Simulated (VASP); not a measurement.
Runs of VASP 6.6.1 on SnO. The typed cell holds 8 atoms: a = 3.884 Å, b = 3.870 Å, c = 10.271 Å, α = 91.12°, β = 90.86°, γ = 89.31°. 

```tsv
k mesh	gap on the mesh (eV)	pressure (GPa)	largest force (eV/Å)
4 × 4 × 2	0.46	-1.0	0.63
1 × 1 × 1	1.66	(b)	2.69
2 × 2 × 1	0.44	-1.6	(c)
4 × 4 × 1	0.45	-1.0	0.64
6 × 6 × 2	0.46	-1.0	(a)
```

Alike in all rows: task single point; level PBE; potentials or basis VASP PAW PBE potentials, release 64 (Sn_d, O); no spin polarisation; cell as given; cutoff (eV) 520; smearing gaussian 0.02 eV.

**Question.** Estimate the missing entries.

**Answer.** (a) 0.62; (b) 8.8; (c) 0.70.

Caveats: some runs use coarse meshes; spin-orbit coupling is left out, which moves the levels of the heavy elements; forces of over 1 eV/Å act on the atoms, so gaps and moduli don't describe the material at rest (some runs).

A k mesh can miss the band edges, and the runs leave out spin-orbit coupling on Sn.
